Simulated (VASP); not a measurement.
Rb3Ba:

```
Ba Rb
1.0
    -3.37146    3.37146    7.37135
     3.37146   -3.37146    7.37135
     3.37146    3.37146   -7.37135
Ba Rb
1 3
Cartesian
  0.0000 0.0000 0.0000
  0.0000 0.0000 7.3713
  3.3715 0.0000 3.6857
  0.0000 3.3715 3.6857
```

```yaml
Program: VASP 6.6.1
Task: relaxation of cell and atoms
Functional: LDA
Potentials_or_basis: VASP PAW LDA potentials, release 64 (Ba_sv, Rb_sv)
Cutoff: 600 eV
k_mesh: 6 × 6 × 6
Occupations: fermi-dirac, width 0.05 eV
Spin: no spin polarisation
```

At the start: pressure -0.6 GPa; volume 83.79 Å³/atom.

**Question.** Where does the relaxation end?

**Answer.** Over 8 steps the energy falls by 27.4 meV/atom and the volume is 70.77 Å³/atom (-15.5 %); space group I4/mmm (No. 139, to 0.1 Å) before and after.

Step by step:
| step | energy change (eV) | largest force (eV/Å) | pressure (GPa) | volume (Å³) |
| --- | --- | --- | --- | --- |
| 1 | 0.0000 | 0.0000 | -0.58 | 335.15 |
| 2 | -0.0481 | 0.0000 | -0.47 | 320.56 |
| 3 | -0.1049 | 0.0000 | -0.13 | 291.35 |
| 4 | -0.1084 | 0.0000 | 0.01 | 282.06 |
| 5 | -0.1084 | 0.0000 | -0.01 | 283.06 |
| 6 | -0.1086 | 0.0000 | 0.00 | 283.07 |
| 7 | -0.1091 | 0.0000 | 0.00 | 283.08 |
| 8 | -0.1097 | 0.0000 | 0.00 | 283.08 |

Final structure:
```
CELL_PARAMETERS angstrom
-3.21973 3.21973 6.82660
3.21973 -3.21973 6.82660
3.21973 3.21973 -6.82660
ATOMIC_POSITIONS crystal
Ba 0.00000 0.00000 0.00000
Rb 0.50000 0.50000 0.00000
Rb 0.25000 0.75000 0.50000
Rb 0.75000 0.25000 0.50000
```

Caveat: the volume moved by over 15 % at a fixed basis, so the end points are rough.
